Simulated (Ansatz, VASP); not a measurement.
**One calculation of Ga2O3, two programs**

File INCAR:

```
PREC     = Accurate       # precision mode
ENCUT    = 600            # plane-wave cutoff, eV
EDIFF    = 1E-6           # SCF threshold, eV
ISMEAR   = 0              # smearing method
SIGMA    = 0.1            # smearing width, eV
LREAL    = False          # projectors in reciprocal space
LASPH    = True           # aspherical terms in the spheres
NELM     = 150            # most SCF steps
ALGO     = Normal         # electronic algorithm
ISIF     = 3              # what is computed and relaxed
LWAVE    = False          # write WAVECAR
LCHARG   = False          # write CHGCAR
ISPIN    = 2              # spin polarisation
MAGMOM   = 0 0 1 1 1      # initial moments
LORBIT   = 11             # projections on sites
GGA      = PE             # functional
IBRION   = 2              # ionic algorithm
NSW      = 90             # ionic steps
EDIFFG   = -0.04          # ionic threshold
```

KPOINTS

```
Automatic mesh
0
Gamma
  6 6 4
```

Contents of POSCAR:

```
Ga2O3
1.0
    3.1910990100      0.0000000000      0.0000000000
   -1.5955495000      2.7635728100      0.0000000000
    0.0000000000      0.0000000000      6.9951191000
Ga O
2 3
Direct
    0.0000000000      0.0000000000      0.6949416400
    0.0000000000      0.0000000000      0.3050583600
    0.3333333300      0.6666666700      0.6736044100
    0.3333333300      0.6666666700      0.3263955900
    0.0000000000      0.0000000000      0.0000000000
```

Input for Ansatz:

```yaml
crystal:
  lattice:
    - [3.19109901, 0.0, 0.0]
    - [-1.5955495, 2.76357281, 0.0]
    - [0.0, 0.0, 6.9951191]
  atoms:
    - { symbol: Ga, position: [0.0, 0.0, 0.69494164] }
    - { symbol: Ga, position: [0.0, 0.0, 0.30505836] }
    - { symbol: O, position: [0.33333333, 0.66666667, 0.67360441], spin: 1.0 }
    - { symbol: O, position: [0.33333333, 0.66666667, 0.32639559], spin: 1.0 }
    - { symbol: O, position: [0.0, 0.0, 0.0], spin: 1.0 }
basis:
  ecutwfc: 420
kpoints:
  mp_grid: { grid: [6, 6, 4] }
hamiltonian:
  xc: pbe
scf:
  occupations: { method: gaussian, width: 0.1 }
  lower_state_search: "off"
output:
  forces: true
  stress: true
  eigenvalues: true
  populations: true
magnetization:
  spin_polarized: true
relax:
  adjacent_minimum: "off"
  f_tol: 0.04
  max_steps: 70
  cell: { stress_tol: 0.4 }
```

Alike in both runs: task relaxation of cell and atoms; functional PBE; k mesh 6 × 6 × 4; occupations gaussian, width 0.1 eV; collinear spin.

|  | VASP | Ansatz |
| --- | --- | --- |
| version | VASP 6.6.1 | Ansatz 0.2.0 |
| potentials or method | VASP PAW PBE potentials, release 64 (Ga_d, O), cutoff 600 eV | scalar-relativistic, plane waves, PAW |
| valence electrons in the cell | 44 | 44 |

VASP gave:

| Property | Result |
| --- | --- |
| gap on the k mesh at the Fermi level, each at its own relaxed structure (eV) | 0.56 |
| net moment per atom (μB) | 0.00 |
| relaxed volume (Å³/atom) | 13.94 |
| relaxed cell length with the largest relative difference (Å) | 8.212 |

Q: What did Ansatz give for the same quantities?

A: gap on the k mesh at the Fermi level, each at its own relaxed structure (eV): 0.68; net moment per atom (μB): 0.00; relaxed volume (Å³/atom): 14.91; relaxed cell length with the largest relative difference (Å): 8.780.

One of these differences is far larger than is usual between the two programs; its cause wasn't traced. Ansatz's warnings: seeded moment not kept.
